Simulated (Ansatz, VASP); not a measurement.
**YAl3N4: VASP beside Ansatz**

```xyz
8
Lattice="4.6319 0.0000 0.0000 0.0000 4.6319 0.0000 0.0000 0.0000 4.6319" Properties=species:S:1:pos:R:3 pbc="T T T"
Y     0.0000    0.0000    0.0000
Al    0.0000    2.3159    2.3159
Al    2.3159    0.0000    2.3159
Al    2.3159    2.3159    0.0000
N     1.2607    1.2607    3.3712
N     1.2607    3.3712    1.2607
N     3.3712    1.2607    1.2607
N     3.3712    3.3712    3.3712
```

Alike in both runs: functional PBE; k mesh 6 × 6 × 6; occupations gaussian, width 0.02 eV; no spin polarisation.

Ansatz relaxed the structure, and its values are those at the end. VASP's run is a single point on that final structure, the one shown.

|  | VASP | Ansatz |
| --- | --- | --- |
| version | VASP 6.6.1 | Ansatz 0.2.0 |
| potentials or method | VASP PAW PBE potentials, release 64 (Y_sv, Al, N), cutoff 520 eV | scalar-relativistic, plane waves, PAW |
| valence electrons in the cell | 40 | 40 |

```csv
,VASP,Ansatz,Ansatz less VASP
gap on the k mesh at the Fermi level (eV),2.32,2.32,0.000
least direct gap on the mesh (eV),3.04,3.04,-0.001
pressure (GPa),-0.3,0.0,+0.26
```
